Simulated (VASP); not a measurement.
# Cd2S (P3m1) in VASP: settings compared, part 2 of 2

VASP 6.6.1. Earlier steps stand in the parts before.

### Step 3. Single point, PBEsol (volume scaled by 1.02)

INCAR reads:

```
SYSTEM = Cd2S
ALGO = Normal ; EDIFF = 1E-6
ENCUT = 520 ; GGA = PS
ISIF = 2 ; ISMEAR = -1
LASPH = .True. ; LCHARG = .True.
LELF = .True. ; LREAL = .False.
LVHAR = .True. ; LWAVE = .False.
NBANDS = 22 ; NELM = 100
PREC = Accurate ; SIGMA = 0.05
```

KPOINTS reads:

```
k-points
0
Gamma
  8 8 5
  0 0 0
```

POSCAR reads:

```
Cd2S
1.0
    3.9889136618      0.0000000000      0.0000000000
   -1.9944568309      3.4545005647      0.0000000000
    0.0000000000      0.0000000000      5.8476645914
Cd S
2 1
Direct
    0.3333333333      0.6666666667      0.9327170000
    0.6666666667      0.3333333333      0.5787350000
    0.3333333333      0.6666666667      0.3657050000
```

Potentials or basis: VASP PAW PBE potentials, release 64 (Cd, S).

On the command line:

```console
cat potpaw_PBE.64/Cd/POTCAR potpaw_PBE.64/S/POTCAR > POTCAR
mpirun -np 1 vasp_std > vasp.out
```

OUTCAR:

```text
SYSTEM = Cd2S
   EDIFF = 1E-6
   ENCUT = 520
   GGA = PS
   ISIF = 2
   ISMEAR = -1
   LASPH = .True.
   LREAL = .False.
   NELM = 100
   PREC = Accurate

 ion  position               nearest neighbor table
   1  0.333  0.667  0.933-   3 2.53   2 3.10   2 3.10   2 3.10
   2  0.667  0.333  0.579-   3 2.62   3 2.62   3 2.62   1 3.10   1 3.10   1 3.10
   3  0.333  0.667  0.366-   1 2.53   2 2.62   2 2.62   2 2.62

  LATTYP: Found a hexagonal cell.
 ALAT       =     3.9889136618
 C/A-ratio  =     1.4659792332

  Lattice vectors:

 A1 = (   3.9889136618,   0.0000000000,   0.0000000000)
[... 193 lines left out ...]
      6      -7.0185      2.00000
[... 589 lines left out ...]
     21       8.5582      0.00000
     22       9.4524      0.00000

 [... further k-points ...]
[... 5 lines left out ...]
  --------------------------------------------------------------------------------------
  -------------------------------------------------------------------------------------
  Total       -1.5537633     -1.5537633     -2.0992225      0.0000000      0.0000000      0.0000000
  in kB      -30.8939245    -30.8939245    -41.7394472      0.0000000      0.0000000      0.0000000
  external PRESSURE =     -34.5090988 kB  Pullay stress =       0.0000000 kB

 VOLUME and BASIS-vectors are now :
 -----------------------------------------------------------------------------
  energy-cutoff  :      520.00
  volume of cell :       80.58
      direct lattice vectors                 reciprocal lattice vectors
     3.988913662  0.000000000  0.000000000     0.250694822  0.144738723  0.000000000
    -1.994456831  3.454500565  0.000000000     0.000000000  0.289477446  0.000000000
     0.000000000  0.000000000  5.847664591     0.000000000  0.000000000  0.171008440

 POSITION                                       TOTAL-FORCE (eV/Angst)
 -----------------------------------------------------------------------------------
     -0.00000      2.30300      5.45422         0.000000      0.000000      0.047687
      1.99446      1.15150      3.38425        -0.000000      0.000000     -0.190609
     -0.00000      2.30300      2.13852         0.000000      0.000000      0.142922
 -----------------------------------------------------------------------------------
    total drift:                                0.000000     -0.000000      0.000825

  FREE ENERGIE OF THE ION-ELECTRON SYSTEM (eV)
  ---------------------------------------------------
  free  energy   TOTEN  =        -7.2333612378 eV

  energy  without entropy=       -7.2317635930  energy(sigma->0) =       -7.23256242
```

stdout:

```text
POSCAR found type information on POSCAR CdS
 POSCAR found :  2 types and       3 ions
 scaLAPACK will be used
 -----------------------------------------------------------------------------
|                                                                             |
|                                                                             |
|     You enforced a specific xc type in the INCAR file but a different       |
|     I HOPE YOU KNOW WHAT YOU ARE DOING!                                     |
|                                                                             |
 -----------------------------------------------------------------------------

 LDA part: xc-table for (Slater+PW92), standard interpolation
 POSCAR, INCAR and KPOINTS ok, starting setup
 FFT: planning ... GRIDC
 FFT: planning ... GRID_SOFT
 FFT: planning ... GRID
 WAVECAR not read
 entering main loop
```

It took 27 s on 1 thread of Intel Xeon 6975P-C (Granite Rapids), shared host; peak memory 0.22 GiB.

Results:

```
Free energy            : -7.2334 eV
Pressure               : -3.5 GPa
Largest force          : 0.191 eV/Å
Band gap on the k mesh : 0.24 eV, indirect (least direct gap 0.56 eV)
```

Forces in eV/Å, atoms in the order of the input:
```
Cd   0.000  0.000  0.048
Cd   0.000  0.000 -0.191
S    0.000  0.000  0.143
```

Caveat: the PAW data sets were made with another functional, which shifts forces and pressure a little. A k mesh can miss the band edges.

### Step 4. Single point, LDA (volume scaled by 1.04)

INCAR reads:

```
SYSTEM = Cd2S
PREC     = Accurate       ! precision mode
ENCUT    = 520            ! plane-wave cutoff, eV
EDIFF    = 1E-6           ! SCF threshold, eV
ISMEAR   = -1             ! smearing method
SIGMA    = 0.05           ! smearing width, eV
LREAL    = .False.        ! projectors in reciprocal space
LASPH    = .True.         ! aspherical terms in the spheres
NELM     = 100            ! most SCF steps
ALGO     = Normal         ! electronic algorithm
ISIF     = 2              ! what is computed and relaxed
LWAVE    = .False.        ! write WAVECAR
LCHARG   = .False.        ! write CHGCAR
NBANDS   = 22             ! bands
```

KPOINTS reads:

```
Automatic mesh
0
Gamma
  8 8 5
  0 0 0
```

POSCAR reads:

```
Cd2S
1.0
    4.0148164244      0.0000000000      0.0000000000
   -2.0074082122      3.4769330151      0.0000000000
    0.0000000000      0.0000000000      5.8856375034
Cd S
2 1
Direct
    0.3333333333      0.6666666667      0.9327170000
    0.6666666667      0.3333333333      0.5787350000
    0.3333333333      0.6666666667      0.3657050000
```

Potentials or basis: VASP PAW LDA potentials, release 64 (Cd, S).

On the command line:

```console
cat potpaw_LDA.64/Cd/POTCAR potpaw_LDA.64/S/POTCAR > POTCAR
mpirun -np 1 vasp_std > vasp.out
```

Wall time 25 s (1 thread of Intel Xeon 6975P-C (Granite Rapids), shared host); peak memory 0.2 GiB.

Results (log left out):

```
Free energy            : -7.9719 eV
Pressure               : -5.8 GPa
Largest force          : 0.284 eV/Å
Band gap on the k mesh : 0.27 eV, indirect (least direct gap 0.57 eV)
```

Forces on the atoms (eV/Å):
```
Cd   0.000  0.000  0.066
Cd   0.000  0.000 -0.284
S    0.000  0.000  0.218
```

Stress tensor (GPa, compression positive):
```
-5.08  0.00  0.00
 0.00 -5.08  0.00
 0.00  0.00 -7.21
```

Levels at points of the mesh, in eV from the valence-band top:
```
           k point  band 12  band 13  band 14  band 15  band 16  band 17  band 18  band 19
(0.00, 0.00, 0.00)    -4.29    -3.50    -0.56    -0.56     3.03     4.92     6.73     6.73
(0.50, 0.00, 0.00)    -4.21    -2.76    -1.39    -1.24     0.67     3.09     4.70     5.71
```

 A k mesh can miss the band edges.

### Step 5. Single point, PBEsol (volume scaled by 1.06)

INCAR reads:

```
SYSTEM = Cd2S
  ALGO = Normal
  EDIFF = 1E-6
  ENCUT = 520
  GGA = PS
  ISIF = 2
  ISMEAR = -1
  LASPH = .TRUE.
  LCHARG = .TRUE.
  LELF = .TRUE.
  LREAL = .FALSE.
  LVHAR = .TRUE.
  LWAVE = .FALSE.
  NBANDS = 22
  NELM = 100
  PREC = Accurate
  SIGMA = 0.05
```

KPOINTS reads:

```
k-points
0
G
  8 8 5
  0 0 0
```

POSCAR reads:

```
Cd2S
1.0
    4.0403891930      0.0000000000      0.0000000000
   -2.0201945965      3.4990796824      0.0000000000
    0.0000000000      0.0000000000      5.9231266511
Cd S
2 1
Direct
    0.3333333333      0.6666666667      0.9327170000
    0.6666666667      0.3333333333      0.5787350000
    0.3333333333      0.6666666667      0.3657050000
```

Potentials or basis: VASP PAW PBE potentials, release 64 (Cd, S).

On the command line:

```console
cat potpaw_PBE.64/Cd/POTCAR potpaw_PBE.64/S/POTCAR > POTCAR
mpirun -np 1 vasp_std > vasp.out
```

It took 28 s on 1 thread of Intel Xeon 6975P-C (Granite Rapids), shared host; peak memory 0.22 GiB.

It converged, with:

```yaml
Free_energy: -7.1537 eV
Pressure: -4.6 GPa
Largest_force: 0.319 eV/Å
Band_gap_on_the_k_mesh: 0.28 eV, indirect (least direct gap 0.57 eV)
```

Forces on the atoms (eV/Å):
```
Cd   0.000  0.000  0.120
Cd   0.000  0.000 -0.319
S    0.000  0.000  0.199
```

Stress tensor (GPa, compression positive):
```
-4.05  0.00  0.00
 0.00 -4.05  0.00
 0.00  0.00 -5.79
```

Levels at points of the mesh, in eV from the valence-band top:
| k point | band 13 | band 14 | band 15 | band 16 | band 17 | band 18 |
| --- | --- | --- | --- | --- | --- | --- |
| (0.00, 0.00, 0.00) | -3.45 | -0.60 | -0.60 | 3.04 | 4.88 | 6.72 |
| (0.50, 0.00, 0.00) | -2.74 | -1.39 | -1.22 | 0.66 | 3.10 | 4.69 |

Caveat: the PAW data sets were made with another functional, which shifts forces and pressure a little.

### Step 6. Summary

| level | potentials or basis | cell | gap on the mesh (eV) | pressure (GPa) | largest force (eV/Å) |
| --- | --- | --- | --- | --- | --- |
| LDA | VASP PAW LDA potentials, release 64 (Cd, S) | a = 3.989, b = 3.989, c = 5.848 Å, angles 90.0, 90.0, 120.0°, 3 atoms | 0.25 | -5.2 | 0.22 |
| PBEsol | VASP PAW PBE potentials, release 64 (Cd, S) | a = 3.989, b = 3.989, c = 5.848 Å, angles 90.0, 90.0, 120.0°, 3 atoms | 0.24 | -3.5 | 0.19 |
| LDA | VASP PAW LDA potentials, release 64 (Cd, S) | a = 4.015, b = 4.015, c = 5.886 Å, angles 90.0, 90.0, 120.0°, 3 atoms | 0.27 | -5.8 | 0.28 |
| PBEsol | VASP PAW PBE potentials, release 64 (Cd, S) | a = 4.040, b = 4.040, c = 5.923 Å, angles 90.0, 90.0, 120.0°, 3 atoms | 0.28 | -4.6 | 0.32 |

Alike in all rows: task single point; no spin polarisation; k mesh 8 × 8 × 5; cutoff (eV) 520; smearing fermi-dirac 0.05 eV.

Caveats: the PAW data sets were made with another functional, which shifts forces and pressure a little (some runs).

Absolute energies hang on the potentials; compare differences alone.
